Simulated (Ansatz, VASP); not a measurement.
# Two plane-wave programs on Ti2O

```
CELL_PARAMETERS angstrom
2.95525 0.00000 0.00000
-1.47762 2.55932 0.00000
0.00000 0.00000 4.79968
ATOMIC_POSITIONS crystal
Ti 0.66667 0.33333 0.26766
Ti 0.33333 0.66667 0.73234
O 0.00000 0.00000 0.00000
```

Alike in both runs: functional r2SCAN; k mesh 6 × 6 × 4; occupations gaussian, width 0.1 eV; no spin polarisation.

Ansatz relaxed the structure, and its values are those at the end. VASP's run is a single point on that final structure, the one shown.

|  | VASP | Ansatz |
| --- | --- | --- |
| version | VASP 6.6.1 | Ansatz 0.2.0 |
| potentials or method | VASP PAW PBE potentials, release 64 (Ti_sv, O_h), cutoff 1480 eV | scalar-relativistic, plane waves, PAW |
| valence electrons in the cell | 30 | 30 |

```csv
,VASP,Ansatz,Ansatz less VASP
gap on the k mesh at the Fermi level (eV),none,none,-
pressure (GPa),1.3,0.2,-1.05
rms of the force components (eV/Å),0.041,0.014,-0.0273
```

VASP's potentials were made for PBE, not for r2SCAN. A gap of «none» marks a metal or a gap that the smearing closes. The functional is the same, so the differences come from potentials, cutoffs and numerics.

The k mesh is coarse, so the values compare programs but aren't converged.
